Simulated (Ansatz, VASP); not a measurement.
## Si4O7: VASP beside Ansatz

```
Si O
1.0
     0.00000    4.23580   -2.68994
     0.00000   -4.23580   -2.68994
    -4.23580    0.00000    2.68994
Si O
4 7
Direct
  0.25000 0.75000 0.50000
  0.75000 0.25000 0.50000
  0.00000 0.00000 0.00000
  0.50000 0.50000 0.00000
  0.00000 0.30698 0.30698
  0.55698 0.75000 0.80698
  0.05698 0.25000 0.80698
  0.00000 0.69302 0.69302
  0.43740 0.24127 0.67867
  0.94302 0.75000 0.19302
  0.44302 0.25000 0.19302
```

Change from the starting cell: O vacancy; atom 9 moved -0.125 of the way to it and -0.375 Å across, host rigid.

Alike in both runs: task single point; functional PBE; k mesh 6 × 6 × 6; occupations gaussian, width 0.05 eV; no spin polarisation.

```csv
,VASP,Ansatz
version,VASP 6.6.1,Ansatz 0.2.0
potentials or method,"VASP PAW PBE potentials, release 64 (Si, O), cutoff 520 eV","scalar-relativistic, plane waves, PAW"
valence electrons in the cell,58,58
```

|  | VASP | Ansatz | Ansatz less VASP |
| --- | --- | --- | --- |
| gap on the k mesh at the Fermi level (eV) | 1.97 | 1.98 | +0.013 |
| least direct gap on the mesh (eV) | 2.36 | 2.38 | +0.014 |
| pressure (GPa) | 2.7 | 2.5 | -0.23 |
| traceless stress, the component that is largest in VASP (GPa) | 4.89 | 4.95 | +0.057 |
| rms of the force components (eV/Å) | 1.621 | 1.604 | -0.0169 |

Atom by atom the forces differ by 0.025 eV/Å (rms over components). The functional is the same, so the differences come from potentials, cutoffs and numerics.
